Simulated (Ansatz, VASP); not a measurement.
**Two plane-wave programs on Li3B4**

INCAR

```
PREC = Accurate
ENCUT = 600
EDIFF = 1E-6
ISMEAR = 0
SIGMA = 0.1
LREAL = False
LASPH = True
NELM = 100
ALGO = Normal
ISIF = 3
LWAVE = False
LCHARG = False
GGA = PE
IBRION = 2
NSW = 90
EDIFFG = -0.04
```

KPOINTS

```
regular mesh
0
Gamma
  6 6 6
```

File POSCAR:

```
Li3B4
1.0
   -2.1646466200      2.1646466200      3.2773259600
    2.1646466200     -2.1646466200      3.2773259600
    2.1646466200      2.1646466200     -3.2773259600
Li B
3 4
Direct
    0.6837102700      0.6837102700      0.0000000000
    0.3162897300      0.3162897300      0.0000000000
    0.0000000000      0.0000000000      0.0000000000
    0.7500000000      0.2500000000      0.5000000000
    0.2500000000      0.7500000000      0.5000000000
    0.5000000000      0.0000000000      0.5000000000
    0.0000000000      0.5000000000      0.5000000000
```

Input for Ansatz:

```yaml
crystal:
  lattice:
    - [-2.16464662, 2.16464662, 3.27732596]
    - [2.16464662, -2.16464662, 3.27732596]
    - [2.16464662, 2.16464662, -3.27732596]
  atoms:
    - { symbol: Li, position: [0.68371027, 0.68371027, 0.0] }
    - { symbol: Li, position: [0.31628973, 0.31628973, 0.0] }
    - { symbol: Li, position: [0.0, 0.0, 0.0] }
    - { symbol: B, position: [0.75, 0.25, 0.5] }
    - { symbol: B, position: [0.25, 0.75, 0.5] }
    - { symbol: B, position: [0.5, 0.0, 0.5] }
    - { symbol: B, position: [0.0, 0.5, 0.5] }
basis:
  ecutwfc: 420
kpoints:
  mp_grid: { grid: [6, 6, 6] }
hamiltonian:
  xc: pbe
scf:
  occupations: { method: gaussian, width: 0.1 }
  lower_state_search: "off"
output:
  forces: true
  stress: true
  eigenvalues: true
relax:
  adjacent_minimum: "off"
  f_tol: 0.04
  max_steps: 70
  cell: { stress_tol: 0.4 }
```

Alike in both runs: task relaxation of cell and atoms; functional PBE; k mesh 6 × 6 × 6; occupations gaussian, width 0.1 eV; no spin polarisation.

```csv
,VASP,Ansatz
version,VASP 6.6.1,Ansatz 0.2.0
potentials or method,"VASP PAW PBE potentials, release 64 (Li_sv, B), cutoff 600 eV","scalar-relativistic, plane waves, PAW"
valence electrons in the cell,21,21
```

VASP gave:

```
gap on the k mesh at the Fermi level, each at its own relaxed structure (eV) : none
relaxed volume (Å³/atom)                                                     : 10.22
relaxed cell length with the largest relative difference (Å)                 : 4.621
```

Q: Which values does Ansatz return?

A: gap on the k mesh at the Fermi level, each at its own relaxed structure (eV): none; relaxed volume (Å³/atom): 10.21; relaxed cell length with the largest relative difference (Å): 4.620.

A gap of «none» marks a metal or a gap that the smearing closes.

Noted on VASP's run: the cutoff is short for stress, so the pressure is rough; the volume moved by over 15 % at a fixed basis, so the end points are rough.
